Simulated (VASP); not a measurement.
# Si (a cell with a defect) in VASP: further runs

Si (a cell with a defect) is run at these levels: PBE; tasks: single point.

Program: VASP 6.6.1. These are calculated values, not measurements. Logs are shortened: lines on timing, memory, paths and dates and some standing lists are left out, and cuts for length are marked.

## 1. The cell of the first run

The cell holds a defect, 17 atoms: a = 7.679 Å, b = 7.679 Å, c = 7.679 Å, α = 60.00°, β = 60.00°, γ = 60.00°.

## 2. Single point, PBE

File INCAR:

```
  PREC = Accurate
  ENCUT = 520
  EDIFF = 1E-6
  ISMEAR = 0
  SIGMA = 0.05
  LREAL = Auto
  LASPH = T
  NELM = 100
  ALGO = Normal
  ISIF = 2
  LWAVE = F
  LCHARG = F
  GGA = PE
  NBANDS = 48
```

File KPOINTS:

```
regular mesh
0
Gamma
  2 2 2
```

File POSCAR:

```
Si
1.0
    0.0000000000      5.4300000000      5.4300000000
    5.4300000000      0.0000000000      5.4300000000
    5.4300000000      5.4300000000      0.0000000000
Si
17
Direct
    0.0034756072     -0.0392380677      0.0171911765
    0.1177214547      0.1232898843      0.1346627606
   -0.0270149918      0.0087121826      0.5087147098
    0.1175111796      0.1235735299      0.6235766175
    0.0033961400      0.5177712486      0.0177754422
    0.1944333402      0.6017412917      0.1017424283
    0.0034752277      0.5171887730      0.4607629738
    0.1177217082      0.6346607304      0.6232923089
    0.4899700895      0.0023194476      0.0045308967
    0.6291488233      0.1075888693      0.1312327497
    0.4899503211      0.0024329830      0.5024349490
    0.6003254518      0.1330344032      0.6330358226
    0.5755707652      0.4745491928     -0.0254492320
    0.6292342238      0.6312131407      0.1312152536
    0.4899698397      0.5045292235      0.5023213829
    0.6291487920      0.6312309059      0.6075904747
   -0.0091936722      0.3364746611      0.8364743851
```

Potentials or basis: VASP PAW PBE potentials, release 64 (Si).

Run with:

```
> cat potpaw_PBE.64/Si/POTCAR > POTCAR
> mpirun -np 1 vasp_std > vasp.out
```

OUTCAR:

```text
PREC = Accurate
   ENCUT = 520
   EDIFF = 1E-6
   ISMEAR = 0
   LREAL = Auto
   LASPH = T
   NELM = 100
   ISIF = 2
   GGA = PE

 ion  position               nearest neighbor table
   1  0.003  0.961  0.017-   6 2.30  10 2.35  17 2.47   4 2.48   2 2.48
   2  0.118  0.123  0.135-   9 2.33   3 2.35  17 2.40   1 2.48   5 2.48
   3  0.973  0.009  0.509-  12 2.34   8 2.35   2 2.35   4 2.35
   4  0.118  0.124  0.624-  11 2.34   3 2.35  17 2.40   1 2.48   7 2.48
   5  0.003  0.518  0.018-   6 2.30  14 2.35  17 2.47   2 2.48   8 2.48
   6  0.194  0.602  0.102-   5 2.30   1 2.30   7 2.30  13 2.39
   7  0.003  0.517  0.461-   6 2.30  16 2.35  17 2.47   4 2.48   8 2.48
   8  0.118  0.635  0.623-  15 2.33   3 2.35  17 2.40   7 2.48   5 2.48
   9  0.490  0.002  0.005-  14 2.33  10 2.33  12 2.33   2 2.33
  10  0.629  0.108  0.131-   9 2.33  11 2.33  13 2.35   1 2.35
  11  0.490  0.002  0.502-  16 2.33  10 2.33  12 2.33   4 2.34
  12  0.600  0.133  0.633-  15 2.33   9 2.33  11 2.33   3 2.34
  13  0.576  0.475  0.975-  16 2.35  10 2.35  14 2.35   6 2.39  17 2.60
  14  0.629  0.631  0.131-  15 2.33   9 2.33  13 2.35   5 2.35
  15  0.490  0.505  0.502-  14 2.33  16 2.33  12 2.33   8 2.33
  16  0.629  0.631  0.608-  15 2.33  11 2.33  13 2.35   7 2.35
  17  0.991  0.336  0.836-   8 2.40   2 2.40   4 2.40   5 2.47   7 2.47   1 2.47  13 2.60

  LATTYP: Found a face centered cubic cell.
 ALAT       =    10.8600000000

  Lattice vectors:

 A1 = (   0.0000000000,   5.4300000000,   5.4300000000)
 A2 = (   5.4300000000,   0.0000000000,   5.4300000000)
 A3 = (   5.4300000000,   5.4300000000,   0.0000000000)

Analysis of symmetry for initial positions (statically):
=====================================================================
 Subroutine PRICEL returns:
 Original cell was already a primitive cell.

 Routine SETGRP: Setting up the symmetry group for a
 face centered cubic supercell.

 Subroutine GETGRP returns: Found  2 space group operations
 (whereof  1 operations were pure point group operations)
 out of a pool of 48 trial point group operations.

The static configuration has the point symmetry C_1 .
 The point group associated with its full space group is C_1h.

Analysis of symmetry for dynamics (positions and initial velocities):
=====================================================================
 Subroutine PRICEL returns:
 Original cell was already a primitive cell.

 Routine SETGRP: Setting up the symmetry group for a
 face centered cubic supercell.

 Subroutine GETGRP returns: Found  2 space group operations
 (whereof  1 operations were pure point group operations)
 out of a pool of 48 trial point group operations.

The dynamic configuration has the point symmetry C_1 .
 The point group associated with its full space group is C_1h.

 Subroutine INISYM returns: Found  2 space group operations
 (whereof  1 operations are pure point group operations),
 and found     1 'primitive' translations

----------------------------------------------------------------------------------------

                                     Primitive cell

  volume of cell :     320.2060

  direct lattice vectors                    reciprocal lattice vectors
     0.000000000  5.430000000  5.430000000    -0.092081031  0.092081031  0.092081031
     5.430000000  0.000000000  5.430000000     0.092081031 -0.092081031  0.092081031
     5.430000000  5.430000000  0.000000000     0.092081031  0.092081031 -0.092081031

  length of vectors
     7.679179644  7.679179644  7.679179644     0.159489025  0.159489025  0.159489025

  position of ions in fractional coordinates (direct lattice)
     0.003475607  0.960761932  0.017191176
     0.117721455  0.123289884  0.134662761
     0.972985008  0.008712183  0.508714710
     0.117511180  0.123573530  0.623576617
     0.003396140  0.517771249  0.017775442
     0.194433340  0.601741292  0.101742428
[... 9 lines left out ...]
     0.629148792  0.631230906  0.607590475
     0.990806328  0.336474661  0.836474385

  ion indices of the primitive-cell ions
   primitive index   ion index
                 1           1
                 2           2
                 3           3
                 4           4
                 5           5
                 6           6
[... 9 lines left out ...]
                16          16
                17          17

----------------------------------------------------------------------------------------

 KPOINTS: regular mesh

Automatic generation of k-mesh.
 Grid dimensions read from file:
 generate k-points for:    2    2    2

 Generating k-lattice:

  Cartesian coordinates                     Fractional coordinates (reciprocal lattice)
    -0.046040516  0.046040516  0.046040516     0.500000000  0.000000000  0.000000000
     0.046040516 -0.046040516  0.046040516     0.000000000  0.500000000  0.000000000
     0.046040516  0.046040516 -0.046040516     0.000000000  0.000000000  0.500000000

  Length of vectors
     0.079744512  0.079744512  0.079744512

  Shift w.r.t. Gamma in fractional coordinates (k-lattice)
     0.000000000  0.000000000  0.000000000

 Subroutine IBZKPT returns following result:
 ===========================================

 Found      6 irreducible k-points:

 Following reciprocal coordinates:
            Coordinates               Weight
  0.000000  0.000000  0.000000      1.000000
  0.500000  0.000000  0.000000      1.000000
  0.000000  0.500000  0.000000      2.000000
  0.500000  0.500000  0.500000      1.000000
  0.500000  0.500000  0.000000      2.000000
  0.000000  0.500000  0.500000      1.000000
   k-points           NKPTS =      6   k-points in BZ     NKDIM =      6   number of bands    NBANDS=     48
   number of dos      NEDOS =    301   number of ions     NIONS =     17
   total plane-waves  NPLWV = 216000
   dimension x,y,z NGX =    60 NGY =   60 NGZ =   60
   dimension x,y,z NGXF=   120 NGYF=  120 NGZF=  120
   ions per type =              17
   NGX,Y,Z   is equivalent  to a cutoff of  12.99, 12.99, 12.99 a.u.
   NGXF,Y,Z  is equivalent  to a cutoff of  25.98, 25.98, 25.98 a.u.
 SYSTEM =  unknown system
   PREC   = accura    normal or accurate (medium, high low for compatibility)
   ISTART =      0    job   : 0-new  1-cont  2-samecut
   ICHARG =      2    charge: 1-file 2-atom 10-const
   ISPIN  =      1    spin polarized calculation?
   LNONCOLLINEAR =      F non collinear calculations
   LSORBIT =      F    spin-orbit coupling
   LASPH  =      T    aspherical Exc in radial PAW
   ENCUT  =  520.0 eV  38.22 Ry    6.18 a.u.  14.28 14.28 14.28*2*pi/ulx,y,z
   NELM   =    100;   NELMIN=  2; NELMDL= -5     # of ELM steps
   EDIFF  = 0.1E-05   stopping-criterion for ELM
   LREAL  =      T    real-space projection
   EDIFFG = 0.1E-04   stopping-criterion for IOM
   NSW    =      0    number of steps for IOM
   IBRION =     -1    ionic relax: 0-MD 1-quasi-New 2-CG
   NFREE  =      0    steps in history (QN), initial steepest desc. (CG)
   ISIF   =      2    stress and relaxation
   ISYM   =      2    0-nonsym 1-usesym 2-fastsym
   POTIM  = 0.5000    time-step for ionic-motion
   TEBEG  =    0.0;   TEEND  =   0.0 temperature during run
   PSTRESS=    0.0 pullay stress
   NELECT =      68.0000    total number of electrons
   NUPDOWN=      -1.0000    fix difference up-down
   EMIN   =  10.00;   EMAX   =-10.00  energy-range for DOS
   EFERMI =   0.00;   METHOD = LEGACY
   ISMEAR =     0;   SIGMA  =   0.05  broadening in eV -4-tet -1-fermi 0-gaus
   EFERMI_NEDOS =   21; number of points for ismear=-14 and -15
   IALGO  =     38    algorithm
   IMIX   =      4    mixing-type and parameters
     AMIX     =   0.40;   BMIX     =  1.00
     AMIX_MAG =   1.60;   BMIX_MAG =  1.00
  volume/ion in A,a.u.               =      18.84       127.11
  Fermi-wavevector in a.u.,A,eV,Ry     =   0.976715  1.845724 12.979587  0.953973
  Thomas-Fermi vector in A             =   2.107356
   LORBIT       =      0    0 simple, 1 ext, 2 COOP (PROOUT), +10 PAW based schemes
   GGA     = PE    functional components
   LHFCALC =     F    Hartree Fock is set to
   AEXX    =    0.0000 exact exchange contribution
   IVDW    =     0    specifies the selected vdW correction
   LEPSILON=     F    determine dielectric tensor
   LRPA    =     F    only Hartree local field effects (RPA)
 non-spin polarized calculation
 Gauss-broadening in eV      SIGMA  =   0.05
  energy-cutoff  :      520.00
  volume of cell :      320.21
 maximum number of plane-waves:      8646
 NGX is ok and might be reduce to    60
   NGX = 29   NGY = 29   NGZ = 29

 number of electron      68.0000000 magnetization

 Free energy of the ion-electron system (eV)
  ---------------------------------------------------
  ext. energy  EPLUGINS =         0.00000000
  ---------------------------------------------------
  free energy    TOTEN  =       -87.71781462 eV

  energy without entropy =      -87.70559546  energy(sigma->0) =      -87.71170504

 E-fermi :   6.7824     XC(G=0):  -9.6957

 val. band max:        6.7314702656   @ k =   0.0000   0.0000   0.0000
 cond. band min:       6.7929462482   @ k =   0.0000   0.5000   0.5000
 fundamental gap:      0.0614759826
 Fermi energy:         6.7823867183

 k-point     1 :       0.0000    0.0000    0.0000
  band No.  band energies     occupation
      1      -6.2310      2.00000
      2      -3.8633      2.00000
      3      -3.5897      2.00000
      4      -3.5891      2.00000
      5      -3.4099      2.00000
      6      -2.7303      2.00000
[... 38 lines left out ...]
     45       8.4403      0.00000
     46       8.8826      0.00000

 k-point     2 :       0.5000    0.0000    0.0000
  band No.  band energies     occupation
      1      -5.8300      2.00000
      2      -4.8756      2.00000
      3      -3.4612      2.00000
      4      -3.3530      2.00000
      5      -3.3519      2.00000
      6      -3.0223      2.00000
[... 38 lines left out ...]
     45       9.8287      0.00000
     46       9.9592      0.00000

 k-point     3 :       0.0000    0.5000    0.0000
  band No.  band energies     occupation
      1      -5.7657      2.00000
      2      -4.9881      2.00000
      3      -3.6144      2.00000
      4      -3.3814      2.00000
      5      -3.2032      2.00000
      6      -3.0137      2.00000
[... 38 lines left out ...]
     45       9.5779      0.00000
     46      10.0095      0.00000

 k-point     4 :       0.5000    0.5000    0.5000
  band No.  band energies     occupation
      1      -5.7654      2.00000
      2      -4.9888      2.00000
      3      -3.6147      2.00000
      4      -3.3807      2.00000
      5      -3.2043      2.00000
      6      -3.0113      2.00000
[... 38 lines left out ...]
     45       9.5737      0.00000
     46      10.0091      0.00000

 k-point     5 :       0.5000    0.5000    0.0000
  band No.  band energies     occupation
      1      -5.6333      2.00000
      2      -4.7082      2.00000
      3      -4.0462      2.00000
      4      -3.8421      2.00000
      5      -3.7956      2.00000
      6      -3.6434      2.00000
[... 38 lines left out ...]
     45      10.2907      0.00000
     46      10.4021      0.00000

 k-point     6 :       0.0000    0.5000    0.5000
  band No.  band energies     occupation
      1      -5.6329      2.00000
      2      -4.7094      2.00000
      3      -4.0458      2.00000
      4      -3.8420      2.00000
      5      -3.7952      2.00000
      6      -3.6432      2.00000
[... 38 lines left out ...]
     45      10.2903      0.00000
     46      10.4014      0.00000
 [bands above 46 left out]

------------------------ aborting loop because EDIFF is reached ----------------------------------------

  FORCE on cell =-STRESS in cart. coord.  units (eV):
  Direction    XX          YY          ZZ          XY          YZ          ZX
  --------------------------------------------------------------------------------------
  -------------------------------------------------------------------------------------
  Total        8.7039536      8.7262493      8.7262493      0.9758584     -1.0017596      0.9758585
  in kB       43.5509530     43.6625116     43.6625116      4.8827886     -5.0123869      4.8827888
  external PRESSURE =      43.6253254 kB  Pullay stress =       0.0000000 kB

 VOLUME and BASIS-vectors are now :
 -----------------------------------------------------------------------------
  energy-cutoff  :      520.00
  volume of cell :      320.21
      direct lattice vectors                 reciprocal lattice vectors
     0.000000000  5.430000000  5.430000000    -0.092081031  0.092081031  0.092081031
     5.430000000  0.000000000  5.430000000     0.092081031 -0.092081031  0.092081031
     5.430000000  5.430000000  0.000000000     0.092081031  0.092081031 -0.092081031

 POSITION                                       TOTAL-FORCE (eV/Angst)
 -----------------------------------------------------------------------------------
      5.31029      0.11222      5.23581        -0.010540      0.015172     -0.001905
      1.40068      1.37045      1.30869        -0.010104     -0.020542      0.012902
      2.80963      8.04563      5.33062         0.018378     -0.007342     -0.007342
      4.05703      4.02411      1.30909         0.007412      0.014881      0.014881
      2.90802      0.11496      2.82994        -0.003830      0.017034      0.017034
      3.81992      1.60823      4.32323         0.025609     -0.029375     -0.029375
[... 9 lines left out ...]
      6.72680      6.71549      6.84386        -0.006334     -0.000964      0.008706
      6.36911      9.92213      7.20714        -0.002653     -0.010273     -0.010273
 -----------------------------------------------------------------------------------
    total drift:                                0.006549      0.004249      0.003248

  FREE ENERGIE OF THE ION-ELECTRON SYSTEM (eV)
  ---------------------------------------------------
  free  energy   TOTEN  =       -87.7178146226 eV

  energy  without entropy=      -87.7055954615  energy(sigma->0) =      -87.71170504
```

It took 1.9 min on 1 thread of AMD EPYC 9R45 (Zen 5), shared host; peak memory 0.42 GiB.

Results:

| Property | Result |
| --- | --- |
| Free energy | -87.7178 eV |
| Pressure | 4.4 GPa |
| Largest force | 0.049 eV/Å |
| Band gap on the k mesh | zero (band 34 reaches 6.79 eV, above the bottom of band 35 at 6.72 eV) |

Forces in eV/Å, atoms in the order of the input:
```
Si  -0.011  0.015 -0.002
Si  -0.010 -0.021  0.013
Si   0.018 -0.007 -0.007
Si   0.007  0.015  0.015
Si  -0.004  0.017  0.017
Si   0.026 -0.029 -0.029
Si  -0.011 -0.002  0.015
Si  -0.010  0.013 -0.021
Si  -0.008 -0.011  0.011
Si  -0.006  0.009 -0.001
Si   0.014  0.004  0.004
Si   0.005 -0.012 -0.012
Si   0.000  0.005  0.005
Si   0.005  0.004  0.004
Si  -0.008  0.011 -0.011
Si  -0.006 -0.001  0.009
Si  -0.003 -0.010 -0.010
```

Levels at points of the mesh, in eV from the Fermi level:
| k point | band 31 | band 32 | band 33 | band 34 | band 35 | band 36 | band 37 | band 38 |
| --- | --- | --- | --- | --- | --- | --- | --- | --- |
| (0.00, 0.00, 0.00) | -1.13 | -0.71 | -0.71 | -0.50 | -0.06 | -0.05 | 0.26 | 0.26 |
| (0.50, 0.00, 0.00) | -1.37 | -1.31 | -1.31 | -0.26 | 0.37 | 0.38 | 1.19 | 1.19 |
| (0.00, 0.50, 0.00) | -1.38 | -1.36 | -0.87 | -0.17 | 0.19 | 0.70 | 0.92 | 1.05 |
| (0.50, 0.50, 0.50) | -1.39 | -1.36 | -0.88 | -0.16 | 0.19 | 0.70 | 0.92 | 1.05 |
| (0.50, 0.50, 0.00) | -1.89 | -1.72 | -0.78 | 0.01 | 0.39 | 1.30 | 1.46 | 1.57 |
| (0.00, 0.50, 0.50) | -1.89 | -1.72 | -0.77 | 0.01 | 0.39 | 1.30 | 1.46 | 1.57 |

Caveat: the k points lie up to 0.50 Å⁻¹ apart.

## 3. Single point, PBE

File INCAR:

```
ALGO = Normal
EDIFF = 1E-6
ENCUT = 520
GGA = PE
ISIF = 2
ISMEAR = 0
LASPH = True
LCHARG = True
LELF = True
LREAL = Auto
LVHAR = True
LWAVE = False
NBANDS = 48
NELM = 60
PREC = Accurate
SIGMA = 0.05
```

File KPOINTS:

```
k-points
0
Gamma
  2 2 2
```

File POSCAR:

```
Si
1.0
    0.0000000000      5.4300000000      5.4300000000
    5.4300000000      0.0000000000      5.4300000000
    5.4300000000      5.4300000000      0.0000000000
Si
17
Direct
   -0.0064306100     -0.0063621147      0.0170935211
    0.1076146563      0.1069459065      0.1640860864
    0.0230744321      0.0236403892      0.5227864269
    0.1502765622      0.1505348301      0.6500886494
   -0.0092512707      0.5010987219      0.0014370914
    0.1208511078      0.6224523990      0.1223260673
   -0.0063424134      0.5175753494      0.4935283957
    0.1069219372      0.6648771212      0.6072735979
    0.5012139218     -0.0091277957      0.0013943850
    0.6223225259      0.1212468422      0.1222464490
    0.5173069976     -0.0063067689      0.4934950921
    0.6643279358      0.1067287169      0.6077532137
    0.4920836188      0.4924517622     -0.0084392350
    0.6162918707      0.6164183121      0.1160228830
    0.5013464797      0.5011867278      0.4904683623
    0.6224998718      0.6225497780      0.6203059347
    0.2883710863      0.2889087028      0.7879970792
```

Potentials or basis: VASP PAW PBE potentials, release 64 (Si).

Run with:

```
> cat potpaw_PBE.64/Si/POTCAR > POTCAR
> mpirun -np 1 vasp_std > vasp.out
```

Wall time 2.6 min (1 thread of AMD EPYC 9R45 (Zen 5), shared host); peak memory 0.44 GiB.

The run converged. Its results:

```yaml
Free_energy: -87.7181 eV
Pressure: 4.4 GPa
Largest_force: 0.016 eV/Å
Band_gap_on_the_k_mesh: zero (band 34 reaches 6.80 eV, above the bottom of band 35 at 6.72 eV)
```

Forces on the atoms (eV/Å):
```
Si   0.008  0.005  0.007
Si   0.013  0.004  0.002
Si  -0.007 -0.008 -0.008
Si  -0.006 -0.002 -0.008
Si  -0.008 -0.001  0.004
Si  -0.001 -0.006 -0.008
Si   0.006 -0.002  0.008
Si   0.000  0.006  0.003
Si   0.000 -0.010  0.003
Si  -0.009  0.003 -0.009
Si   0.004  0.004  0.008
Si   0.001  0.003  0.015
Si   0.001  0.002 -0.002
Si  -0.002 -0.001 -0.001
Si   0.005  0.003 -0.006
Si  -0.005 -0.003 -0.005
Si   0.000  0.002 -0.005
```

Stress tensor (GPa, compression positive):
```
 4.37 -0.50 -0.51
-0.50  4.36 -0.50
-0.51 -0.50  4.38
```

Levels at points of the mesh, in eV from the Fermi level:
```tsv
k point	band 31	band 32	band 33	band 34	band 35	band 36	band 37	band 38
(0.00, 0.00, 0.00)	-1.14	-0.71	-0.71	-0.50	-0.06	-0.06	0.25	0.26
(0.50, 0.00, 0.00)	-1.39	-1.36	-0.88	-0.17	0.19	0.70	0.92	1.05
(0.00, 0.50, 0.00)	-1.39	-1.36	-0.88	-0.16	0.19	0.70	0.92	1.05
(0.00, 0.00, 0.50)	-1.39	-1.36	-0.88	-0.17	0.19	0.70	0.92	1.05
(0.50, 0.50, 0.50)	-1.37	-1.32	-1.31	-0.27	0.37	0.38	1.18	1.18
(0.50, 0.50, 0.00)	-1.90	-1.72	-0.79	0.01	0.38	1.29	1.45	1.56
(0.00, 0.50, 0.50)	-1.90	-1.72	-0.79	0.01	0.38	1.29	1.46	1.57
(0.50, 0.00, 0.50)	-1.90	-1.72	-0.78	0.01	0.38	1.29	1.46	1.57
```

Caveat: the k points lie up to 0.50 Å⁻¹ apart.
